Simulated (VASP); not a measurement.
Here is a VASP 6.6.1 calculation.

File INCAR:

```
PREC = Accurate
ENCUT = 520
EDIFF = 1E-7
ISMEAR = 0
SIGMA = 0.05
LREAL = False
LASPH = True
NELM = 60
ALGO = Normal
ISIF = 2
LWAVE = False
LCHARG = True
LELF = True
LVHAR = True
NBANDS = 26
```

File KPOINTS:

```
regular mesh
0
Gamma
  8 6 4
```

Contents of POSCAR:

```
AlN
1.0
   -1.6378403119      2.8368226349      0.0000000000
    0.0000000000      0.0000000000      4.1006264518
    4.9135209358      2.8368226349      0.0000000000
Al N
4 4
Direct
    0.3448684385      0.7500000000      0.1906656028
    1.0000000000      0.7500000000      0.6666666667
    0.0000000000      0.2500000000      0.3333333333
    0.5000000000      0.2500000000      0.8333333333
    0.5000000000      0.2500000000      0.1666666667
    1.0000000000      0.2500000000      0.6666666667
    0.0000000000      0.7500000000      0.3333333333
    0.5000000000      0.7500000000      0.8333333333
```

Potentials or basis: VASP PAW LDA potentials, release 64 (Al, N).

Run with:

```bash
$ cat potpaw_LDA.64/Al/POTCAR potpaw_LDA.64/N/POTCAR > POTCAR
$ mpirun -np 1 vasp_std > vasp.out
```

(1) Predict the pressure.

(2) Estimate the largest force.

Results:

(1) 20.6 GPa.

(2) 27.294 eV/Å.

Caveat: the cell differs from its parent crystal (atom 1 (Al) moved by +0.372 Å along [1 0 0] and -0.372 Å along [1 2 0]); the cell stands under pressure; forces of over 1 eV/Å act on the atoms, so gaps and moduli don't describe the material at rest.
